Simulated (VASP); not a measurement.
Set up this calculation in VASP 6.6.1, as the native input.

| Quantity | Value |
| --- | --- |
| Task | single point |
| Functional | revPBE |
| Potentials or basis | VASP PAW PBE potentials, release 64 (Tl_d) |
| Cutoff | 520 eV |
| k mesh | 12 × 12 × 12 |
| Occupations | fermi-dirac, width 0.1 eV |
| Spin | no spin polarisation |
| Dipole correction | no |
| Further INCAR settings | ALGO = Normal; EDIFF = 1e-06; NBANDS = 12 |

The structure of Tl lies in POSCAR:

```
Tl
1.0
   -1.9377487257      1.9377487257      1.9377487257
    1.9377487257     -1.9377487257      1.9377487257
    1.9377487257      1.9377487257     -1.9377487257
Tl
1
Direct
    0.0000000000      0.0000000000      0.0000000000
```

This cell differs from its parent crystal: volume scaled by 0.88.

These files were run (other wordings do the same):

INCAR

```
PREC     = Accurate       # precision mode
ENCUT    = 520            # plane-wave cutoff, eV
EDIFF    = 1E-6           # SCF threshold, eV
ISMEAR   = -1             # smearing method
SIGMA    = 0.1            # smearing width, eV
LREAL    = False          # projectors in reciprocal space
LASPH    = True           # aspherical terms in the spheres
NELM     = 100            # most SCF steps
ALGO     = Normal         # electronic algorithm
ISIF     = 2              # what is computed and relaxed
LWAVE    = False          # write WAVECAR
LCHARG   = True           # write CHGCAR
GGA      = RE             # functional
LELF     = True           # ELF
LVHAR    = True         
NBANDS   = 12             # bands
```

KPOINTS

```
regular mesh
0
Gamma
  12 12 12
```

Potentials or basis: VASP PAW PBE potentials, release 64 (Tl_d).

Run with:

```bash
$ cat potpaw_PBE.64/Tl_d/POTCAR > POTCAR
$ mpirun -np 1 vasp_std > vasp.out
```

It gave:

| Quantity | Value |
| --- | --- |
| Pressure | 3.8 GPa |

Caveat: the PAW data sets were made with another functional, which shifts forces and pressure a little.

Run time: 20 s on 1 thread of Intel(R) Xeon(R) Platinum 8375C CPU @ 2.90GHz (Ice Lake), on a shared host, peak memory 0.17 GiB.
